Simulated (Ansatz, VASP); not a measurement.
## CdSe: VASP beside Ansatz

File POSCAR:

```
CdSe
1.0
    0.0000000000      3.0981570091      3.0981570091
    3.0981570091      0.0000000000      3.0981570091
    3.0981570091      3.0981570091      0.0000000000
Cd Se
1 1
Direct
    0.0000000000      0.0000000000      0.0000000000
    0.2500000000      0.2500000000      0.2500000000
```

INCAR.step1

```
SYSTEM = CdSe
PREC = Accurate
ENCUT = 520
ISMEAR = 0
SIGMA = 0.01
LREAL = .False.
LASPH = .True.
NELM = 60
NBANDS = 16
GGA = PE
ALGO = Normal
EDIFF = 1E-4
LWAVE = .True.
LCHARG = .False.
```

File INCAR.step2:

```
SYSTEM = CdSe
PREC = Accurate
ENCUT = 520
EDIFF = 1E-6
ISMEAR = 0
SIGMA = 0.01
LREAL = .False.
LASPH = .True.
NELM = 60
ALGO = Normal
ISIF = 2
LWAVE = .False.
LCHARG = .False.
METAGGA = R2SCAN
LMIXTAU = .True.
NBANDS = 16
ISTART = 1
```

File KPOINTS:

```
regular mesh
0
Gamma
  6 6 6
  0 0 0
```

Input for Ansatz:

```yaml
crystal:
  lattice:
    - [0.0, 3.0981570091, 3.0981570091]
    - [3.0981570091, 0.0, 3.0981570091]
    - [3.0981570091, 3.0981570091, 0.0]
  atoms:
    - { symbol: Cd, position: [0.0, 0.0, 0.0] }
    - { symbol: Se, position: [0.25, 0.25, 0.25] }
kpoints:
  mp_grid: { grid: [6, 6, 6] }
hamiltonian:
  xc: r2scan
scf:
  occupations: { method: fixed }
  n_extra_bands: 4
output:
  forces: true
  stress: true
  eigenvalues: true
```

Alike in both runs: task single point; functional r2SCAN; k mesh 6 × 6 × 6; no spin polarisation.

|  | VASP | Ansatz |
| --- | --- | --- |
| version | VASP 6.6.1 | Ansatz 0.2.0 |
| potentials or method | VASP PAW PBE potentials, release 64 (Cd, Se) | plane waves, PAW |
| plane-wave cutoff (eV) | 520 | 500 |
| occupations | gaussian, width 0.01 eV | fixed |
| valence electrons in the cell | 18 | 36 |

|  | VASP | Ansatz | Ansatz less VASP |
| --- | --- | --- | --- |
| gap on the k mesh at the Fermi level (eV) | 0.96 | 0.97 | +0.011 |
| pressure (GPa) | -1.3 | -1.5 | -0.21 |

VASP's potentials were made for PBE, not for r2SCAN. VASP's potentials hold 18 valence electrons a cell and Ansatz's 36, so a difference there can come from the potentials and not from the codes.
